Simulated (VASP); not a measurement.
# Hg: electric field gradients with LDA

Hg:

```
Hg
1.0
     1.71839    0.99211    2.21901
    -1.71839    0.99211    2.21901
     0.00000   -1.98423    2.21901
Hg
1
Direct
  0.00000 0.00000 0.00000
```

```json
{
 "Program": "VASP 6.6.1",
 "Task": "electric field gradients",
 "Functional": "LDA",
 "Potentials or basis": "VASP PAW LDA potentials, release 64 (Hg_sv_GW)",
 "Cutoff": "410 eV",
 "k mesh": "12 × 12 × 12",
 "Occupations": "fermi-dirac, width 0.03 eV",
 "Spin": "no spin polarisation",
 "Dipole correction": "no",
 "Further INCAR settings": "ALGO = Normal; EDIFF = 1e-08; NBANDS = 16"
}
```

```
Pressure                                : -3.6 GPa
Band gap on the k mesh                  : zero (bands 10 and 11 overlap by 3.40 eV)
Largest electric field gradient by atom : Hg -141.4 V/Å²
```

Stress tensor (GPa, compression positive):
```
-3.41  0.00  0.00
 0.00 -3.41  0.00
 0.00  0.00 -4.00
```

Levels at points of the mesh, in eV from the Fermi level:
| k point | band 6 | band 7 | band 8 | band 9 | band 10 | band 11 | band 12 | band 13 | band 14 | band 15 |
| --- | --- | --- | --- | --- | --- | --- | --- | --- | --- | --- |
| (0.00, 0.00, 0.00) | -7.76 | -7.76 | -6.38 | -6.19 | -6.19 | 11.85 | 12.62 | 12.62 | 17.52 | 18.78 |
| (0.50, 0.00, 0.00) | -7.78 | -6.39 | -6.25 | -5.84 | -2.10 | -2.05 | 12.13 | 12.63 | 16.72 | 17.88 |
| (0.50, 0.50, 0.00) | -8.09 | -6.10 | -5.89 | -5.35 | -0.18 | 0.98 | 4.73 | 9.94 | 10.37 | 15.82 |
| (0.50, 0.50, 0.50) | -7.34 | -7.34 | -5.45 | -5.45 | -0.22 | 1.48 | 9.44 | 9.44 | 10.74 | 15.50 |

Electric field gradients, principal values (V/Å²):
| atom | least | middle | greatest (by size) |
| --- | --- | --- | --- |
| 1 Hg | 70.696 | 70.696 | -141.392 |

It took 60 s on 1 thread of AMD EPYC 7R43 64-Core Processor (Zen 3), on a shared host, peak memory 0.13 GiB.

Caveat: the cell stands under tension; without QUAD_EFG the Cq values of the log hold for a quadrupole moment of 1 mb, not for the nuclei; spin-orbit coupling is left out, which moves the levels of the heavy elements.
